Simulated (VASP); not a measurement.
Input of a VASP 6.6.1 run:

INCAR

```
  PREC = Accurate
  ENCUT = 520
  EDIFF = 1E-6
  ISMEAR = -1
  SIGMA = 0.02
  LREAL = F
  LASPH = T
  NELM = 60
  ALGO = Normal
  ISIF = 2
  LWAVE = F
  LCHARG = F
  GGA = PE
  NBANDS = 24
```

Contents of KPOINTS:

```
regular mesh
0
Gamma
  8 8 8
```

File POSCAR:

```
KMgF3
1.0
    4.0546429108      0.0000000000      0.0000000000
    0.0000000000      4.0546429108      0.0000000000
    0.0000000000      0.0000000000      4.0546429108
K Mg F
1 1 3
Direct
    0.5000000000      0.5000000000      0.5000000000
    0.0000000000      0.0000000000      0.0000000000
    0.5000000000      0.0000000000      0.0000000000
    0.0000000000      0.5000000000      0.0000000000
    0.0000000000      0.0000000000      0.5000000000
```

Potentials or basis: VASP PAW PBE potentials, release 64 (K_sv, Mg, F).

Command:

```console
$ cat potpaw_PBE.64/K_sv/POTCAR potpaw_PBE.64/Mg/POTCAR potpaw_PBE.64/F/POTCAR > POTCAR
$ mpirun -np 1 vasp_std > vasp.out
```

**Question.** What does it give for the band gap on the k mesh?

**Answer.** 6.93 eV, indirect (least direct gap 7.25 eV).

**Question.** What does it give for the pressure?

**Answer.** -0.4 GPa.

A k mesh can miss the band edges.
